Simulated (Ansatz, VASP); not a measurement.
Al in VASP and in Ansatz

File INCAR:

```
ALGO = Fast
EDIFF = 1E-7
ENCUT = 520
GGA = PE
ISIF = 2
ISMEAR = 0
LASPH = True
LCHARG = True
LELF = True
LREAL = False
LVHAR = True
LWAVE = False
NBANDS = 10
NELM = 60
PREC = Accurate
SIGMA = 0.15
```

KPOINTS

```
k-points
0
Gamma
  20 20 12
```

Contents of POSCAR:

```
Al
1.0
   -1.6822106497      1.6822106497      1.6175102401
    1.6822106497     -1.6822106497      1.6175102401
    3.3644212993      3.3644212993      0.0000000000
Al
2
Direct
    0.0390818832     -0.0390818832      0.0000000000
    0.4609181168      0.5390818832      0.5000000000
```

Input for Ansatz:

```yaml
crystal:
  lattice:
    - [-1.6822106497, 1.6822106497, 1.6175102401]
    - [1.6822106497, -1.6822106497, 1.6175102401]
    - [3.3644212993, 3.3644212993, 0.0]
  atoms:
    - { symbol: Al, position: [0.0390818832, -0.0390818832, 0.0] }
    - { symbol: Al, position: [0.4609181168, 0.5390818832, 0.5] }
basis:
  ecutwfc: 420
kpoints:
  mp_grid: { grid: [20, 20, 12] }
hamiltonian:
  xc: pbe
scf:
  occupations: { method: gaussian, width: 0.15 }
output:
  forces: true
  stress: true
  eigenvalues: true
```

Change from the starting cell: mode 1 frozen in at -0.179 Å, equal normal strain along x and y +0.0400.

Alike in both runs: task single point; functional PBE; k mesh 20 × 20 × 12; occupations gaussian, width 0.15 eV; no spin polarisation.

```csv
,VASP,Ansatz
version,VASP 6.6.1,Ansatz 0.2.0
potentials or method,"VASP PAW PBE potentials, release 64 (Al), cutoff 520 eV","scalar-relativistic, plane waves, PAW"
valence electrons in the cell,6,6
```

|  | VASP | Ansatz | Ansatz less VASP |
| --- | --- | --- | --- |
| gap on the k mesh at the Fermi level (eV) | none | none | - |
| pressure (GPa) | -4.8 | -4.8 | +0.02 |
| traceless stress, the component that is largest in VASP (GPa) | -0.93 | -0.93 | 0.000 |
| rms of the force components (eV/Å) | 0.079 | 0.079 | -0.0001 |

Atom by atom the forces differ by 0.000 eV/Å (rms over components). A gap of «none» marks a metal or a gap that the smearing closes. With one functional, cell and mesh, what is left measures potentials, basis and numerics.
